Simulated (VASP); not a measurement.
Input of a VASP 6.6.1 run:

Contents of INCAR:

```
PREC = Accurate
ENCUT = 520
EDIFF = 1E-6
ISMEAR = 0
SIGMA = 0.01
LREAL = F
LASPH = T
NELM = 60
ALGO = Normal
ISIF = 2
LWAVE = F
LCHARG = F
GGA = PS
NBANDS = 16
```

Contents of KPOINTS:

```
regular mesh
0
Gamma
  12 12 4
```

The input POSCAR:

```
BN
1.0
    2.4982400000      0.0000000000      0.0000000000
   -1.2491200000      2.1635390000      0.0000000000
    0.0000000000      0.0000000000      6.6357000000
B N
2 2
Direct
    0.3333333333      0.6666666667      0.2500000000
    0.6666666667      0.3333333333      0.7500000000
    0.3333333333      0.6666666667      0.7500000000
    0.6666666667      0.3333333333      0.2500000000
```

Potentials or basis: VASP PAW PBE potentials, release 64 (B, N).

Command:

```console
$ cat potpaw_PBE.64/B/POTCAR potpaw_PBE.64/N/POTCAR > POTCAR
$ mpirun -np 1 vasp_std > vasp.out
```

Task: What does it give for the band gap on the k mesh?

Result: 4.18 eV, indirect (least direct gap 4.60 eV).

Task: Predict the pressure.

Result: 2.5 GPa.

Stress tensor (GPa, compression positive):
```
3.29 0.00 0.00
0.00 3.29 0.00
0.00 0.00 0.80
```

Caveat: the PAW data sets were made with another functional, which shifts forces and pressure a little; this functional lacks dispersion, which binds the layers, so the pressure and a relaxed spacing across them are unreliable. A k mesh can miss the band edges.
